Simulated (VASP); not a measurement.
A run of VASP 6.6.1 is set up as follows.

Contents of INCAR:

```
SYSTEM = BN
ALGO = Normal
EDIFF = 1E-8
ENCUT = 520
ISIF = 2
ISMEAR = 0
LASPH = .TRUE.
LCALCEPS = .TRUE.
LCHARG = .FALSE.
LMIXTAU = .TRUE.
LREAL = .FALSE.
LWAVE = .FALSE.
METAGGA = R2SCAN
NELM = 80
PREC = Accurate
SIGMA = 0.01
```

KPOINTS

```
k-points
0
G
  9 9 6
  0 0 0
```

File POSCAR:

```
BN
1.0
    2.5439493036      0.0000000000      0.0000000000
   -1.2719746518      2.2031247228      0.0000000000
    0.0000000000      0.0000000000      4.2078167811
B N
2 2
Direct
    0.6666666667      0.3333333333      0.0002035744
    0.3333333333      0.6666666667      0.5002035744
    0.6666666667      0.3333333333      0.3747964256
    0.3333333333      0.6666666667      0.8747964256
```

Potentials or basis: VASP PAW PBE potentials, release 64 (B, N).

Command:

```bash
$ cat potpaw_PBE.64/B/POTCAR potpaw_PBE.64/N/POTCAR > POTCAR
$ mpirun -np 1 vasp_std > vasp.out
```

Estimate the electronic dielectric tensor (diagonal).

4.44, 4.44, 4.61.

Predict the Born charges (mean of the diagonal).

B +1.98; N -1.98 e.

Predict the band gap on the k mesh.

5.72 eV, indirect (least direct gap 8.97 eV).

Dipole moments of the cell (e·Å, modulo the quantum): ionic 0.000, 0.000, -1.055; electronic 0.000, 0.000, -0.018

 A k mesh can miss the band edges.
